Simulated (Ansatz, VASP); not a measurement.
F: VASP beside Ansatz

Contents of INCAR:

```
PREC = Accurate ; ENCUT = 520
EDIFF = 1E-6 ; ISMEAR = 0
SIGMA = 0.05 ; LREAL = False
LASPH = True ; NELM = 100
ALGO = Normal ; ISIF = 2
LWAVE = False ; LCHARG = True
GGA = PS ; LELF = True
LVHAR = True ; NBANDS = 22
```

KPOINTS

```
Automatic mesh
0
Gamma
  4 4 2
```

Contents of POSCAR:

```
F
1.0
    3.2389009936     -1.8615074069     -0.2498119861
    3.2389009936      1.8615074069     -0.2498119861
   -2.4354061261      0.0000000000      7.4548272690
F
4
Direct
    0.0848459664      0.0848459664      0.0820156542
    0.9151540336      0.9151540336      0.9179843458
    0.5015719855      0.5015719855      0.5937195244
    0.4984280145      0.4984280145      0.4062804756
```

Input for Ansatz:

```yaml
crystal:
  lattice:
    - [3.2389009936, -1.8615074069, -0.2498119861]
    - [3.2389009936, 1.8615074069, -0.2498119861]
    - [-2.4354061261, 0.0, 7.454827269]
  atoms:
    - { symbol: F, position: [0.0848459664, 0.0848459664, 0.0820156542] }
    - { symbol: F, position: [0.9151540336, 0.9151540336, 0.9179843458] }
    - { symbol: F, position: [0.5015719855, 0.5015719855, 0.5937195244] }
    - { symbol: F, position: [0.4984280145, 0.4984280145, 0.4062804756] }
basis:
  ecutwfc: 520.0
kpoints:
  mp_grid: { grid: [4, 4, 2] }
hamiltonian:
  xc: pbesol
scf:
  occupations: { method: gaussian, width: 0.05 }
output:
  forces: true
  stress: true
  eigenvalues: true
```

Alike in both runs: task single point; functional PBEsol; k mesh 4 × 4 × 2; occupations gaussian, width 0.05 eV; no spin polarisation.

|  | VASP | Ansatz |
| --- | --- | --- |
| version | VASP 6.6.1 | Ansatz 0.2.0 |
| potentials or method | VASP PAW PBE potentials, release 64 (F), cutoff 520 eV | scalar-relativistic, plane waves, PAW |
| valence electrons in the cell | 28 | 28 |

```tsv
	VASP	Ansatz	Ansatz less VASP
gap on the k mesh at the Fermi level (eV)	2.27	2.33	+0.056
least direct gap on the mesh (eV)	2.30	2.36	+0.055
pressure (GPa)	0.9	0.6	-0.36
traceless stress, the component that is largest in VASP (GPa)	5.07	4.64	-0.432
rms of the force components (eV/Å)	1.584	1.428	-0.1568
```

VASP's potentials were made for PBE, not for PBEsol. Atom by atom the forces differ by 0.281 eV/Å (rms over components).

The k mesh is coarse, so the values compare programs but aren't converged.
